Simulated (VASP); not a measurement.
# HPbNO4: single point with PBE

HPbNO4:

```xyz
7
Lattice="3.9296 0.1467 0.0919 -0.2582 5.6354 0.1679 -0.4914 -1.9650 5.8324" Properties=species:S:1:pos:R:3 pbc="T T T"
H    -0.0085    2.6493    3.2969
Pb    2.1894    2.7303    1.0243
N     2.8791    3.6753    5.8372
O    -0.4137   -0.9602    5.1616
O     2.7791   -0.0869    0.8182
O    -0.6028    2.4453    5.2009
O     0.1305    2.6208    2.3066
```

```yaml
Program: VASP 6.6.1
Task: single point
Functional: PBE
Potentials_or_basis: VASP PAW PBE potentials, release 64 (H, Pb_d, N, O)
Cutoff: 520 eV
k_mesh: 5 × 4 × 4
Occupations: fermi-dirac, width 0.05 eV
Spin: no spin polarisation
```

- Pressure: -3.5 GPa
- Largest force: 1.096 eV/Å
- Band gap on the k mesh: 3.05 eV (least direct gap 3.13 eV)

Forces on the atoms (eV/Å):
```
H    0.097 -0.013 -0.727
Pb   0.127  0.007  0.304
N    0.010  0.019  0.004
O   -0.360 -0.947  0.419
O    0.658  0.063 -0.818
O   -0.389  0.849  0.467
O   -0.144  0.022  0.350
```

Stress tensor (GPa, compression positive):
```
-3.10 -0.07  1.47
-0.07 -3.85 -0.02
 1.47 -0.02 -3.64
```

Levels at points of the mesh, in eV from the valence-band top:
```csv
k point,band 18,band 19,band 20,band 21,band 22,band 23,band 24,band 25,band 26,band 27
"(0.00, 0.00, 0.00)",-1.71,-1.51,-1.27,-0.46,-0.30,3.36,4.27,5.63,5.91,7.58
"(0.00, 0.50, 0.00)",-1.65,-1.29,-1.13,-0.64,-0.45,3.41,4.24,4.55,7.44,7.58
"(0.00, 0.00, 0.50)",-1.53,-1.30,-1.22,-0.51,-0.27,3.22,3.74,5.61,6.90,8.04
"(0.00, 0.50, 0.50)",-1.63,-1.33,-1.04,-0.61,-0.44,3.38,3.99,4.54,7.48,7.68
```

Run time: 2.7 min on 1 thread of Oxide Virtual Turin-like Processor, on a shared host, peak memory 0.3 GiB.

Caveat: the cell stands under tension; spin-orbit coupling is left out, which moves the levels of the heavy elements; forces of over 1 eV/Å act on the atoms, so gaps and moduli don't describe the material at rest. A k mesh can miss the band edges.
